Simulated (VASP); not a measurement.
A run of VASP 6.6.1:

File INCAR:

```
PREC = Accurate ; ENCUT = 520
EDIFF = 1E-6 ; ISMEAR = -1
SIGMA = 0.05 ; LREAL = F
LASPH = T ; NELM = 100
ALGO = Normal ; ISIF = 2
LWAVE = F ; LCHARG = F
NBANDS = 12
```

The input KPOINTS:

```
regular mesh
0
Gamma
  14 14 8
```

The input POSCAR:

```
Sb
1.0
    2.8019391937      0.0000000000      0.0000000000
   -1.4009695969      2.4265505216      0.0000000000
    0.0000000000      0.0000000000      4.3805766436
Sb
2
Direct
    0.3333333333      0.6666666667      0.2500000000
    0.6666666667      0.3333333333      0.7500000000
```

Potentials or basis: VASP PAW LDA potentials, release 64 (Sb).

The run is started by

```console
$ cat potpaw_LDA.64/Sb/POTCAR > POTCAR
$ mpirun -np 1 vasp_std > vasp.out
```

Hardware: 1 thread of Intel Xeon 6975P-C (shared host).

Question: Estimate the wall time of this run.

Answer: Run time: 15 s on 1 thread of Intel Xeon 6975P-C (shared host), peak memory 0.16 GiB. Counts: scf iterations 10, k points 120.
